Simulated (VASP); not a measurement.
Write the native input for VASP 6.6.1 that does the following.

```yaml
Task: single point
Functional: PBE
Potentials_or_basis: VASP PAW PBE potentials, release 64 (Cs_sv, Ti_sv)
Cutoff: 520 eV
k_mesh: 14 × 14 × 14
Occupations: gaussian, width 0.1 eV
Spin: no spin polarisation
Dipole_correction: no
Further_INCAR_settings: ALGO = Fast; EDIFF = 1e-07; NBANDS = 18
```

The structure of CsTi lies in POSCAR:

```
CsTi
1.0
    4.1685545266      0.0000000000      0.0000000000
    0.0000000000      4.1685545266      0.0000000000
    0.0000000000      0.0000000000      4.1685545266
Cs Ti
1 1
Direct
    0.0000000000      0.0000000000      0.0000000000
    0.5000000000      0.5000000000      0.5000000000
```

The input as run:

INCAR

```
ALGO = Fast
EDIFF = 1E-7
ENCUT = 520
GGA = PE
ISIF = 2
ISMEAR = 0
LASPH = T
LCHARG = F
LREAL = F
LWAVE = F
NBANDS = 18
NELM = 60
PREC = Accurate
SIGMA = 0.1
```

KPOINTS

```
k-points
0
Gamma
  14 14 14
```

Potentials or basis: VASP PAW PBE potentials, release 64 (Cs_sv, Ti_sv).

Launch:

```sh
$ cat potpaw_PBE.64/Cs_sv/POTCAR potpaw_PBE.64/Ti_sv/POTCAR > POTCAR
$ mpirun -np 1 vasp_std > vasp.out
```

Results of the run:

The pressure is 0.1 GPa and the band gap on the k mesh is zero (an odd number of electrons rules out a gap without spin polarisation).

Caveat: spin-orbit coupling is left out, which moves the levels of the heavy elements.

Run time: 2.3 min on 1 thread of AMD EPYC 9R45 96-Core Processor (Zen 5) (shared host), peak memory 0.26 GiB.
